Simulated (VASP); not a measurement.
# Ir: relaxation of cell and atoms with LDA

The system is Ir.

```xyz
2
Lattice="2.3976 0.0000 0.0000 -1.1988 2.0764 0.0000 0.0000 0.0000 3.9090" Properties=species:S:1:pos:R:3 pbc="T T T"
Ir    0.0000    1.3842    0.9772
Ir    1.1988    0.6921    2.9317
```

This isn't the form of Ir at room conditions, which is fcc.

| Item | Value |
| --- | --- |
| Program | VASP 6.6.1 |
| Task | relaxation of cell and atoms |
| Functional | LDA |
| Potentials or basis | VASP PAW LDA potentials, release 64 (Ir) |
| Cutoff | 600 eV |
| k mesh | 18 × 18 × 10 |
| Occupations | fermi-dirac, width 0.08 eV |
| Spin | no spin polarisation |
| Target pressure | 340 GPa |
| Dipole correction | no |
| Further INCAR settings | ALGO = Normal; EDIFF = 1e-06; IBRION = 2; EDIFFG = -0.005; NSW = 32; ISIF = 3 |

```json
{
 "Relaxed volume": "9.80 Å³/atom",
 "Relaxed cell": "a = 2.403 Å, b = 2.403 Å, c = 3.918 Å, α = 90.00°, β = 90.00°, γ = 120.00°",
 "Space group after relaxing (to 0.1 Å)": "P6_3/mmc (No. 194)",
 "Energy change on relaxing (the run minimises the enthalpy)": "-152.5 meV/atom",
 "Ionic steps": "4",
 "Pressure after relaxing": "340.0 GPa",
 "Band gap on the k mesh": "zero (bands 9 and 10 overlap by 6.13 eV)"
}
```

Step by step:
```csv
step,energy change (eV),largest force (eV/Å),pressure (GPa),volume (Å³)
1,0.0000,0.0000,352.78,19.46
2,-3.7389,0.0000,189.33,21.73
3,-0.3239,0.0000,339.20,19.61
4,-0.3051,0.0000,339.99,19.60
```

Final structure:
```
Ir
1.0
     2.40331    0.00000    0.00000
    -1.20165    2.08133    0.00000
     0.00000    0.00000    3.91850
Ir
2
Direct
  0.33333 0.66667 0.25000
  0.66667 0.33333 0.75000
```

Levels at points of the mesh, in eV from the Fermi level:
```
           k point  band 6  band 7  band 8  band 9  band 10  band 11  band 12  band 13
(0.00, 0.00, 0.00)   -5.65   -5.65   -4.15   -4.15    -1.40     0.40     0.40    11.03
(0.50, 0.00, 0.00)   -5.12   -5.06    1.51    1.93     2.29     5.08     7.00    11.39
(0.00, 0.00, 0.50)   -7.00   -7.00   -7.00   -0.75    -0.75    -0.75    -0.75    12.67
(0.50, 0.00, 0.50)   -3.83   -1.62   -1.62    1.96     1.96     3.25     3.25    11.69
```

It took 2.9 min on 1 thread of Intel Xeon 8259CL, with other jobs on the host, peak memory 0.19 GiB.

Caveat: the cell is relaxed towards a set pressure, so the run minimises the enthalpy, not the energy; spin-orbit coupling is left out, which moves the levels of the heavy elements.
